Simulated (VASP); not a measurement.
# Hf (Pm-3m) in VASP: further runs, part 2 of 2

VASP 6.6.1. The steps go on from the part before.

### 3 Single point, revPBE (volume scaled by 1.08)

Input file INCAR:

```
  PREC = Accurate
  ENCUT = 520
  EDIFF = 1E-7
  ISMEAR = -1
  SIGMA = 0.1
  LREAL = False
  LASPH = True
  NELM = 80
  ALGO = Normal
  ISIF = 2
  LWAVE = False
  LCHARG = True
  GGA = RE
  LELF = True
  LVHAR = True
  NBANDS = 11
```

Input file KPOINTS:

```
Automatic mesh
0
Gamma
  12 12 12
```

Input file POSCAR:

```
Hf
1.0
    3.0167513529      0.0000000000      0.0000000000
    0.0000000000      3.0167513529      0.0000000000
    0.0000000000      0.0000000000      3.0167513529
Hf
1
Direct
    0.0000000000      0.0000000000      0.0000000000
```

Potentials or basis: VASP PAW PBE potentials, release 64 (Hf_pv).

Command:

```bash
$ cat potpaw_PBE.64/Hf_pv/POTCAR > POTCAR
$ mpirun -np 1 vasp_std > vasp.out
```

It used 10 s of CPU time on 1 thread of Intel Xeon 6975P-C, on a shared host.

The run converged. Its results:

```yaml
Free_energy: -8.4905 eV
Pressure: -5.0 GPa
Band_gap_on_the_k_mesh: zero (band 5 reaches 4.08 eV, above the bottom of band 6 at 2.07 eV)
```

Levels at points of the mesh, in eV from the Fermi level:
| k point | band 2 | band 3 | band 4 | band 5 | band 6 | band 7 | band 8 | band 9 |
| --- | --- | --- | --- | --- | --- | --- | --- | --- |
| (0.00, 0.00, 0.00) | -30.35 | -30.35 | -6.17 | -1.19 | -1.19 | 5.78 | 5.78 | 5.78 |
| (0.50, 0.00, 0.00) | -30.29 | -30.29 | -3.06 | -0.40 | -0.24 | 2.85 | 2.85 | 6.09 |
| (0.50, 0.50, 0.00) | -30.93 | -30.24 | -2.38 | -0.65 | 3.48 | 3.48 | 3.85 | 3.85 |
| (0.50, 0.50, 0.50) | -30.85 | -30.85 | -0.98 | -0.98 | -0.98 | 6.82 | 7.86 | 7.86 |

Caveat: the PAW data sets were made with another functional, which shifts forces and pressure a little; spin-orbit coupling is left out, which moves the levels of the heavy elements.

### 4 Single point, revPBE (volume scaled by 1.12)

Input file INCAR:

```
SYSTEM = Hf
PREC = Accurate
ENCUT = 520
EDIFF = 1E-7
ISMEAR = -1
SIGMA = 0.1
LREAL = .False.
LASPH = .True.
NELM = 100
ALGO = Normal
ISIF = 2
LWAVE = .False.
LCHARG = .False.
GGA = RE
NBANDS = 11
```

Input file KPOINTS:

```
regular mesh
0
Gamma
  12 12 12
  0 0 0
```

Input file POSCAR:

```
Hf
1.0
    3.0535446297      0.0000000000      0.0000000000
    0.0000000000      3.0535446297      0.0000000000
    0.0000000000      0.0000000000      3.0535446297
Hf
1
Direct
    0.0000000000      0.0000000000      0.0000000000
```

Potentials or basis: VASP PAW PBE potentials, release 64 (Hf_pv).

Command:

```bash
$ cat potpaw_PBE.64/Hf_pv/POTCAR > POTCAR
$ mpirun -np 1 vasp_std > vasp.out
```

OUTCAR:

```text
SYSTEM = Hf
   PREC = Accurate
   ENCUT = 520
   EDIFF = 1E-7
   ISMEAR = -1
   LREAL = .False.
   LASPH = .True.
   NELM = 100
   ISIF = 2
   GGA = RE

 ion  position               nearest neighbor table
   1  0.000  0.000  0.000-

  LATTYP: Found a simple cubic cell.
 ALAT       =     3.0535446297

  Lattice vectors:

 A1 = (   3.0535446297,   0.0000000000,   0.0000000000)
 A2 = (   0.0000000000,   3.0535446297,   0.0000000000)
 A3 = (   0.0000000000,   0.0000000000,   3.0535446297)

Analysis of symmetry for initial positions (statically):
=====================================================================
 Subroutine PRICEL returns:
 Original cell was already a primitive cell.

 Routine SETGRP: Setting up the symmetry group for a
 simple cubic supercell.

 Subroutine GETGRP returns: Found 48 space group operations
 (whereof 48 operations were pure point group operations)
 out of a pool of 48 trial point group operations.

The static configuration has the point symmetry O_h .

Analysis of symmetry for dynamics (positions and initial velocities):
[... 164 lines left out ...]
 k-point     1 :       0.0000    0.0000    0.0000
  band No.  band energies     occupation
      1     -27.4212      2.00000
      2     -27.4212      2.00000
      3     -27.4212      2.00000
      4      -3.0123      2.00000
      5       1.9268      1.99997
      6       1.9268      1.99997
      7       8.5954      0.00000
      8       8.5954      0.00000
      9       8.5954      0.00000
     10      14.6712      0.00000
     11      14.6712      0.00000
[... 309 lines left out ...]
 k-point    24 :       0.4167    0.3333    0.0000
  band No.  band energies     occupation
      1     -27.9162      2.00000
      2     -27.8024      2.00000
      3     -27.3373      2.00000
      4       1.0784      2.00000
      5       1.9804      1.99995
      6       5.0847      0.00000
      7       6.0529      0.00000
      8       6.3706      0.00000
      9       6.8699      0.00000
     10      11.1049      0.00000
     11      13.7383      0.00000

 [... further k-points ...]

------------------------ aborting loop because EDIFF is reached ----------------------------------------

  FORCE on cell =-STRESS in cart. coord.  units (eV):
  Direction    XX          YY          ZZ          XY          YZ          ZX
  --------------------------------------------------------------------------------------
  -------------------------------------------------------------------------------------
  Total       -1.2080912     -1.2080912     -1.2080912     -0.0000000     -0.0000000      0.0000000
  in kB      -67.9825570    -67.9825570    -67.9825570     -0.0000000     -0.0000000      0.0000000
  external PRESSURE =     -67.9825570 kB  Pullay stress =       0.0000000 kB

 VOLUME and BASIS-vectors are now :
 -----------------------------------------------------------------------------
  energy-cutoff  :      520.00
  volume of cell :       28.47
      direct lattice vectors                 reciprocal lattice vectors
     3.053544630  0.000000000  0.000000000     0.327488254  0.000000000  0.000000000
     0.000000000  3.053544630  0.000000000     0.000000000  0.327488254  0.000000000
     0.000000000  0.000000000  3.053544630     0.000000000  0.000000000  0.327488254

 POSITION                                       TOTAL-FORCE (eV/Angst)
 -----------------------------------------------------------------------------------
      0.00000      0.00000      0.00000         0.000000      0.000000      0.000000
 -----------------------------------------------------------------------------------
    total drift:                                0.000000      0.000000      0.000000

  FREE ENERGIE OF THE ION-ELECTRON SYSTEM (eV)
  ---------------------------------------------------
  free  energy   TOTEN  =        -8.4530451822 eV

  energy  without entropy=       -8.3901415240  energy(sigma->0) =       -8.42159335
```

It used 9.2 s of CPU time on 1 thread of Intel Xeon 6975P-C, on a shared host.

What came out:

| Item | Value |
| --- | --- |
| Free energy | -8.4530 eV |
| Pressure | -6.8 GPa |
| Band gap on the k mesh | zero (band 5 reaches 3.85 eV, above the bottom of band 6 at 1.93 eV) |

Levels at points of the mesh, in eV from the Fermi level:
```
           k point  band 3  band 4  band 5  band 6  band 7  band 8
(0.00, 0.00, 0.00)  -30.47   -6.06   -1.12   -1.12    5.55    5.55
(0.50, 0.00, 0.00)  -30.42   -3.03   -0.37   -0.27    2.77    2.77
(0.50, 0.50, 0.00)  -30.37   -2.23   -0.67    3.36    3.36    3.68
(0.50, 0.50, 0.50)  -30.91   -0.90   -0.90   -0.90    6.80    7.52
```

Caveat: the PAW data sets were made with another functional, which shifts forces and pressure a little; spin-orbit coupling is left out, which moves the levels of the heavy elements.

### 5 Overview

| cell | gap on the mesh (eV) | pressure (GPa) |
| --- | --- | --- |
| a = 2.979 Å, 1 atom | none | -2.8 |
| a = 3.017 Å, 1 atom | none | -5.0 |
| a = 3.054 Å, 1 atom | none | -6.8 |

Alike in all rows: task single point; level revPBE; potentials or basis VASP PAW PBE potentials, release 64 (Hf_pv); no spin polarisation; k mesh 12 × 12 × 12; cutoff (eV) 520; smearing fermi-dirac 0.1 eV.

Caveats: the PAW data sets were made with another functional, which shifts forces and pressure a little; spin-orbit coupling is left out, which moves the levels of the heavy elements.

Total energies depend on the potentials used, so only differences within one code and one set of settings carry meaning.
